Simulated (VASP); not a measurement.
# MoS2 (P6_3/mmc) in VASP: dielectric tensor with PBE

Aim: the dielectric tensor of MoS2 with PBE.

Everything below comes from runs of VASP 6.6.1. Logs are shortened: lines on timing, memory, paths and dates and some standing lists are left out, and cuts for length are marked.

**1. The cell of the first run**

The structure is hexagonal, space group P6_3/mmc (No. 194). The conventional cell has a = 3.173 Å, b = 3.173 Å, c = 12.436 Å, α = 90.00°, β = 90.00°, γ = 120.00°. Mo (site symmetry -6m2) has 6 S at 2.40 Å and 6 Mo at 3.17 Å within 3.2 Å. S (site symmetry 3m) has 3 Mo at 2.40 Å and 7 S at 3.11 to 3.17 Å within 3.2 Å.

**2. Dielectric tensor, PBE**

The input, INCAR:

```
SYSTEM = MoS2
  ALGO = Normal
  EDIFF = 1E-8
  ENCUT = 400
  GGA = PE
  GGA_COMPAT = .FALSE.
  ISIF = 2
  ISMEAR = 0
  LASPH = .TRUE.
  LCHARG = .FALSE.
  LEPSILON = .TRUE.
  LREAL = .FALSE.
  LWAVE = .FALSE.
  NELM = 120
  PREC = Accurate
  SIGMA = 0.01
```

The input, KPOINTS:

```
k-points
0
G
  9 9 2
  0 0 0
```

The input, POSCAR:

```
MoS2
1.0
    3.1730194991      0.0000000000      0.0000000000
   -1.5865097496      2.7479154930      0.0000000000
    0.0000000000      0.0000000000     12.4359058611
Mo S
2 4
Direct
    0.3333333333      0.6666666667      0.2500000000
    0.6666666667      0.3333333333      0.7500000000
    0.3333333333      0.6666666667      0.6249005404
    0.6666666667      0.3333333333      0.1249005404
    0.3333333333      0.6666666667      0.8750994596
    0.6666666667      0.3333333333      0.3750994596
```

Potentials or basis: VASP PAW PBE potentials, release 64 (Mo_sv, S).

Started as:

```sh
$ cat potpaw_PBE.64/Mo_sv/POTCAR potpaw_PBE.64/S/POTCAR > POTCAR
$ mpirun -np 1 vasp_std > vasp.out
```

OUTCAR:

```text
SYSTEM = MoS2
   EDIFF = 1E-8
   ENCUT = 400
   GGA = PE
   ISIF = 2
   ISMEAR = 0
   LASPH = .TRUE.
   LEPSILON = .TRUE.
   LREAL = .FALSE.
   NELM = 120
   PREC = Accurate

 ion  position               nearest neighbor table
   1  0.333  0.667  0.250-   4 2.40   6 2.40   4 2.40   6 2.40   4 2.40   6 2.40
   2  0.667  0.333  0.750-   3 2.40   5 2.40   3 2.40   5 2.40   3 2.40   5 2.40
   3  0.333  0.667  0.625-   2 2.40   2 2.40   2 2.40
   4  0.667  0.333  0.125-   1 2.40   1 2.40   1 2.40
   5  0.333  0.667  0.875-   2 2.40   2 2.40   2 2.40
   6  0.667  0.333  0.375-   1 2.40   1 2.40   1 2.40

  LATTYP: Found a hexagonal cell.
 ALAT       =     3.1730194991
 C/A-ratio  =     3.9192655023

  Lattice vectors:

 A1 = (   3.1730194991,   0.0000000000,   0.0000000000)
 A2 = (  -1.5865097496,   2.7479154930,   0.0000000000)
 A3 = (   0.0000000000,   0.0000000000,  12.4359058611)

Analysis of symmetry for initial positions (statically):
=====================================================================
 Subroutine PRICEL returns:
 Original cell was already a primitive cell.

 Routine SETGRP: Setting up the symmetry group for a
 hexagonal supercell.

 Subroutine GETGRP returns: Found 24 space group operations
 (whereof 12 operations were pure point group operations)
 out of a pool of 24 trial point group operations.

The static configuration has the point symmetry D_3d.
 The point group associated with its full space group is D_6h.

Analysis of symmetry for dynamics (positions and initial velocities):
=====================================================================
 Subroutine PRICEL returns:
 Original cell was already a primitive cell.

 Routine SETGRP: Setting up the symmetry group for a
 hexagonal supercell.

 Subroutine GETGRP returns: Found 24 space group operations
 (whereof 12 operations were pure point group operations)
 out of a pool of 24 trial point group operations.

The dynamic configuration has the point symmetry D_3d.
 The point group associated with its full space group is D_6h.

 Subroutine INISYM returns: Found 24 space group operations
 (whereof 12 operations are pure point group operations),
 and found     1 'primitive' translations

----------------------------------------------------------------------------------------

                                     Primitive cell

  volume of cell :     108.4310

  direct lattice vectors                    reciprocal lattice vectors
     3.173019499  0.000000000  0.000000000     0.315157219  0.181956105  0.000000000
    -1.586509750  2.747915493  0.000000000     0.000000000  0.363912210  0.000000000
     0.000000000  0.000000000 12.435905861     0.000000000  0.000000000  0.080412317

  length of vectors
     3.173019499  3.173019499 12.435905861     0.363912210  0.363912210  0.080412317

  position of ions in fractional coordinates (direct lattice)
     0.333333333  0.666666667  0.250000000
     0.666666667  0.333333333  0.750000000
     0.333333333  0.666666667  0.624900540
     0.666666667  0.333333333  0.124900540
     0.333333333  0.666666667  0.875099460
     0.666666667  0.333333333  0.375099460

  ion indices of the primitive-cell ions
   primitive index   ion index
                 1           1
                 2           2
                 3           3
                 4           4
                 5           5
                 6           6

----------------------------------------------------------------------------------------

 KPOINTS: k-points

[... 97 lines left out ...]
 non-spin polarized calculation
 Gauss-broadening in eV      SIGMA  =   0.01
  energy-cutoff  :      400.00
  volume of cell :      108.43
 maximum number of plane-waves:      2000
 NGX is ok and might be reduce to    24
   NGX = 11   NGY = 11   NGZ = 41

--------------------------------------- Ionic step        1  -------------------------------------------

 number of electron      51.9999984 magnetization

 E-fermi :   7.4548     XC(G=0): -10.7285

 val. band max:        7.3332290048   @ k =   0.0000   0.0000   0.0000
 cond. band min:       8.3564426059   @ k =   0.2222   0.1111   0.0000
 fundamental gap:      1.0232136011
 Fermi energy:         7.4548337354

 k-point     1 :       0.0000    0.0000    0.0000
  band No.  band energies     occupation
      1     -54.1642      2.00000
      2     -54.1642      2.00000
      3     -28.3166      2.00000
      4     -28.3165      2.00000
      5     -28.1031      2.00000
      6     -28.1031      2.00000
[... 805 lines left out ...]
     30       9.7038      0.00000
     31      10.2495      0.00000

  FORCE on cell =-STRESS in cart. coord.  units (eV):
  Direction    XX          YY          ZZ          XY          YZ          ZX
  --------------------------------------------------------------------------------------
  -------------------------------------------------------------------------------------
  Total        1.0448368      1.0448368      1.9577939     -0.0000000     -0.0000000      0.0000000
  in kB       15.4385145     15.4385145     28.9283732     -0.0000000     -0.0000000      0.0000000
  external PRESSURE =      19.9351340 kB  Pullay stress =       0.0000000 kB

 VOLUME and BASIS-vectors are now :
 -----------------------------------------------------------------------------
  energy-cutoff  :      400.00
  volume of cell :      108.43
      direct lattice vectors                 reciprocal lattice vectors
     3.173019499  0.000000000  0.000000000     0.315157219  0.181956105  0.000000000
    -1.586509750  2.747915493  0.000000000     0.000000000  0.363912210  0.000000000
     0.000000000  0.000000000 12.435905861     0.000000000  0.000000000  0.080412317

 POSITION                                       TOTAL-FORCE (eV/Angst)
 -----------------------------------------------------------------------------------
     -0.00000      1.83194      3.10898        -0.000000      0.000000      0.000000
      1.58651      0.91597      9.32693         0.000000     -0.000000      0.000000
     -0.00000      1.83194      7.77120         0.000000     -0.000000     -0.101407
      1.58651      0.91597      1.55325        -0.000000      0.000000     -0.101407
     -0.00000      1.83194     10.88265         0.000000     -0.000000      0.101407
      1.58651      0.91597      4.66470        -0.000000      0.000000      0.101407
 -----------------------------------------------------------------------------------
    total drift:                               -0.000000      0.000000     -0.000000

  FREE ENERGIE OF THE ION-ELECTRON SYSTEM (eV)
  ---------------------------------------------------
  free  energy   TOTEN  =       -43.6262123179 eV

  energy  without entropy=      -43.6262123179  energy(sigma->0) =      -43.62621232

 HEAD OF MICROSCOPIC STATIC DIELECTRIC TENSOR (INDEPENDENT PARTICLE, excluding Hartree and local field effects)
 ------------------------------------------------------
          16.034206    -0.000000     0.000000
          -0.000000    16.034206     0.000000
          -0.000000     0.000000     9.522331
 ------------------------------------------------------

 Free energy of the ion-electron system (eV)
  ---------------------------------------------------
  ---------------------------------------------------
  free energy    TOTEN  =        -4.56663778 eV

  energy without entropy =       -4.56663778

------------------------ aborting loop because EDIFF is reached ----------------------------------------

--------------------------------------- Ionic step        2  -------------------------------------------

------------------------ aborting loop because EDIFF is reached ----------------------------------------

--------------------------------------- Ionic step        3  -------------------------------------------

 Free energy of the ion-electron system (eV)
  ---------------------------------------------------
  ---------------------------------------------------
  free energy    TOTEN  =        -1.62546503 eV

  energy without entropy =       -1.62546503

------------------------ aborting loop because EDIFF is reached ----------------------------------------

 PIEZOELECTRIC TENSOR FIELD DIRECTION 3  (e Angst)
 -----------------------------------------------------------------------------
    -0.00016 -0.00000  0.00000           ( -0.00000  0.00000  0.00000)
     0.00000 -0.00016  0.00000           (  0.00000 -0.00000  0.00000)
     0.00000  0.00000  0.00026           (  0.00000  0.00000  0.00001)

 PIEZOELECTRIC TENSOR FIELD DIRECTION 3  (C/m^2)
 -----------------------------------------------------------------------------
    -0.00002 -0.00000  0.00000
     0.00000 -0.00002  0.00000
     0.00000  0.00000  0.00004

 MACROSCOPIC STATIC DIELECTRIC TENSOR (including local field effects in DFT)
 ------------------------------------------------------
          15.208452    -0.000000     0.000000
          -0.000000    15.208452    -0.000000
          -0.000000     0.000000     6.081103
 ------------------------------------------------------

 PIEZOELECTRIC TENSOR (including local field effects)  for field in x, y, z        (e  Angst)
          XX          YY          ZZ          XY          YZ          ZX
  --------------------------------------------------------------------------------
  x     0.00000     0.00000     0.00000     0.00000     0.00000     0.00000
  y     0.00000     0.00000     0.00000     0.00000     0.00000     0.00000
  z     0.00000     0.00000     0.00000     0.00000     0.00000     0.00000

 PIEZOELECTRIC TENSOR (including local field effects)  for field in x, y, z        (C/m^2)
          XX          YY          ZZ          XY          YZ          ZX
  --------------------------------------------------------------------------------
  x     0.00000     0.00000     0.00000     0.00000     0.00000     0.00000
  y     0.00000     0.00000     0.00000     0.00000     0.00000     0.00000
  z     0.00000     0.00000     0.00000     0.00000     0.00000     0.00000

 BORN EFFECTIVE CHARGES (including local field effects) (in |e|, cummulative output)
 ---------------------------------------------------------------------------------
 ion    1
    1    -0.98488     0.00000     0.00000
    2     0.00000    -0.98488     0.00000
    3     0.00000    -0.00000    -0.57279
 ion    2
    1    -0.98488     0.00000     0.00000
    2     0.00000    -0.98488     0.00000
    3     0.00000    -0.00000    -0.57279
 ion    3
    1     0.49244    -0.00000    -0.00000
    2    -0.00000     0.49244    -0.00000
    3    -0.00000     0.00000     0.28640
 ion    4
    1     0.49244    -0.00000     0.00000
    2    -0.00000     0.49244     0.00000
    3     0.00000    -0.00000     0.28640
 ion    5
    1     0.49244    -0.00000     0.00000
    2    -0.00000     0.49244     0.00000
    3     0.00000    -0.00000     0.28640
 ion    6
    1     0.49244    -0.00000    -0.00000
    2    -0.00000     0.49244    -0.00000
    3    -0.00000     0.00000     0.28640
```

Wall time 25 min (1 thread of Intel Xeon 8259CL, shared host); peak memory 0.44 GiB.

What came out:

* Band gap on the k mesh: 1.02 eV (least direct gap 1.64 eV)
* Electronic dielectric tensor (diagonal): 15.21, 15.21, 6.08
* Born charges (mean of the diagonal): Mo -0.85; S +0.42 e

Levels at points of the mesh, in eV from the valence-band top:
```tsv
k point	band 24	band 25	band 26	band 27	band 28	band 29
(0.00, 0.00, 0.00)	-1.25	-1.08	0.00	2.11	2.11	2.14
(0.00, 0.00, 0.50)	-2.18	-0.27	-0.27	2.12	2.12	2.12
```

Electronic dielectric tensor:
```
15.21  0.00  0.00
 0.00 15.21  0.00
 0.00  0.00  6.08
```

Born effective charge tensors (e):
atom 1, Mo
```
-0.98  0.00  0.00
 0.00 -0.98  0.00
 0.00  0.00 -0.57
```
atom 2, Mo
```
-0.98  0.00  0.00
 0.00 -0.98  0.00
 0.00  0.00 -0.57
```
atom 3, S
```
0.49 0.00 0.00
0.00 0.49 0.00
0.00 0.00 0.29
```
atom 4, S
```
0.49 0.00 0.00
0.00 0.49 0.00
0.00 0.00 0.29
```
atom 5, S
```
0.49 0.00 0.00
0.00 0.49 0.00
0.00 0.00 0.29
```
atom 6, S
```
0.49 0.00 0.00
0.00 0.49 0.00
0.00 0.00 0.29
```

Caveat: an odd mesh through Γ misses points on the zone boundary, where band edges can lie; this functional lacks dispersion, which binds the layers, so the pressure and a relaxed spacing across them are unreliable.
